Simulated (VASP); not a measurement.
Runs of VASP 6.6.1 on Ti. The structure is that of space group Pm-3m (No. 221), or close to it. The cells are those of the table. 

```csv
task,spin,cell,k mesh,cutoff (eV),smearing,gap on the mesh (eV),pressure (GPa),moment (μB)
single point,off,"a = 2.747 Å, 1 atom",13 × 13 × 13,520,fermi-dirac 0.1 eV,none,(a),-
single point,"collinear, ferromagnetic start","a = 2.573 Å, 1 atom",13 × 13 × 13,520,fermi-dirac 0.05 eV,none,(b),0.36
single point,"collinear, ferromagnetic start","a = 2.645 Å, 1 atom",19 × 19 × 19,520,fermi-dirac 0.05 eV,none,(c),0.22
single point,"collinear, ferromagnetic start","a = 2.609 Å, 1 atom",13 × 13 × 13,520,fermi-dirac 0.05 eV,none,3.1,0.37
relaxation of cell and atoms,"collinear, ferromagnetic start","relaxed from a = 2.672 Å, 1 atom",12 × 12 × 12,600,fermi-dirac 0.05 eV,none,0.0,0.38
single point,off,"a = 2.645 Å, 1 atom",12 × 12 × 12,520,fermi-dirac 0.1 eV,none,-0.1,-
single point,"non-collinear, zero start, SOC","a = 2.645 Å, 1 atom",12 × 12 × 12,520,fermi-dirac 0.1 eV,-,-0.1,0.00
single point,off,"a = 2.714 Å, 1 atom",13 × 13 × 13,520,fermi-dirac 0.1 eV,none,-5.4,-
```

Alike in all rows: level PBE; potentials or basis VASP PAW PBE potentials, release 64 (Ti_sv).

Fill in the values left out.

(a) -7.4; (b) 7.2; (c) -0.5.

A gap of «none» marks levels without a gap at the run's occupations.
